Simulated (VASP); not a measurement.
A run of VASP 6.6.1 is set up as follows.

Contents of POSCAR:

```
AlFe3H
1.0
    3.6995535300      0.0000000000      0.0000000000
    0.0000000000      3.6995535300      0.0000000000
    0.0000000000      0.0000000000      3.6995535300
Al Fe H
1 3 1
Direct
    0.5000000000      0.5000000000      0.5000000000
    0.5000000000      0.0000000000      0.0000000000
    0.0000000000      0.5000000000      0.0000000000
    0.0000000000      0.0000000000      0.5000000000
    0.0000000000      0.0000000000      0.0000000000
```

The input INCAR.step1:

```
SYSTEM = AlFe3H
  PREC = Accurate
  ENCUT = 520
  ISMEAR = 0
  SIGMA = 0.1
  LREAL = .False.
  LASPH = .True.
  NELM = 80
  NBANDS = 22
  GGA = PE
  ALGO = Normal
  EDIFF = 1E-4
  LWAVE = .True.
  LCHARG = .False.
```

The input INCAR.step2:

```
SYSTEM = AlFe3H
  PREC = Accurate
  ENCUT = 520
  EDIFF = 1E-6
  ISMEAR = 0
  SIGMA = 0.1
  LREAL = .False.
  LASPH = .True.
  NELM = 80
  ALGO = Normal
  ISIF = 2
  LWAVE = .False.
  LCHARG = .False.
  METAGGA = R2SCAN
  LMIXTAU = .True.
  NBANDS = 22
  ISTART = 1
```

Contents of KPOINTS:

```
regular mesh
0
Gamma
  10 10 10
  0 0 0
```

Potentials or basis: VASP PAW PBE potentials, release 64 (Al, Fe, H).

Launch:

```console
$ cat potpaw_PBE.64/Al/POTCAR potpaw_PBE.64/Fe/POTCAR potpaw_PBE.64/H/POTCAR > POTCAR
$ cp INCAR.step1 INCAR
$ mpirun -np 1 vasp_std > vasp.out
$ cp INCAR.step2 INCAR
$ mpirun -np 1 vasp_std > vasp.out
```

Q: Predict the band gap on the k mesh.

A: Zero (bands 14 and 15 overlap by 0.81 eV).

Q: What does it give for the pressure?

A: -20.2 GPa.

Caveat: the cell stands under tension; the PAW data sets were made with another functional, which shifts forces and pressure a little; the run has no spin polarisation, though such a crystal can be magnetic. Spin polarisation is off, so any magnetic state and its effect on volume and gap are missing.
